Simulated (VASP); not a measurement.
A run of VASP 6.6.1 is set up as follows.

File INCAR:

```
PREC = Accurate
ENCUT = 520
EDIFF = 1E-6
ISMEAR = 0
SIGMA = 0.1
LREAL = False
LASPH = True
NELM = 60
ALGO = Normal
ISIF = 2
LWAVE = False
LCHARG = False
GGA = PS
NBANDS = 78
```

Contents of KPOINTS:

```
regular mesh
0
Gamma
  3 2 3
```

Contents of POSCAR:

```
Sc12H
1.0
    6.6200000000      0.0000000000      0.0000000000
   -4.9650000000      8.5996320000      0.0000000000
    0.0000000000      0.0000000000      5.2761400000
Sc H
12 1
Direct
   -0.0005374468     -0.0012912180     -0.0003599222
    0.1706562365      0.2241774997      0.4957605371
    0.0050081571      0.3394263848      0.0015700872
    0.1671836527      0.5569651120      0.5048520320
    0.0000170034      0.6671966893      0.0070382894
    0.1656369448      0.8877191489      0.5038480783
    0.4924741550     -0.0017214690      0.0023401578
    0.6689984357      0.2219824058      0.4970395024
    0.5012285880      0.3332344919     -0.0021625658
    0.6689519175      0.5567530099      0.5037597562
    0.5006148916      0.6664901475      0.0021240907
    0.6643093042      0.8866984076      0.4965241635
    0.8372788598      0.1097712088      0.5848828879
```

Potentials or basis: VASP PAW PBE potentials, release 64 (Sc_sv, H).

Launch:

```bash
$ cat potpaw_PBE.64/Sc_sv/POTCAR potpaw_PBE.64/H/POTCAR > POTCAR
$ mpirun -np 1 vasp_std > vasp.out
```

Task: Estimate the band gap on the k mesh.

Result: Zero (an odd number of electrons rules out a gap without spin polarisation).

Task: Estimate the pressure.

Result: -2.4 GPa.

Task: What does it give for the largest force?

Result: 0.686 eV/Å.

Stress tensor (GPa, compression positive):
```
-1.92  0.13 -0.02
 0.13 -1.82  0.05
-0.02  0.05 -3.32
```

Caveat: the k points lie up to 0.40 Å⁻¹ apart, too coarse for converged energies and pressures of a metal; the PAW data sets were made with another functional, which shifts forces and pressure a little.
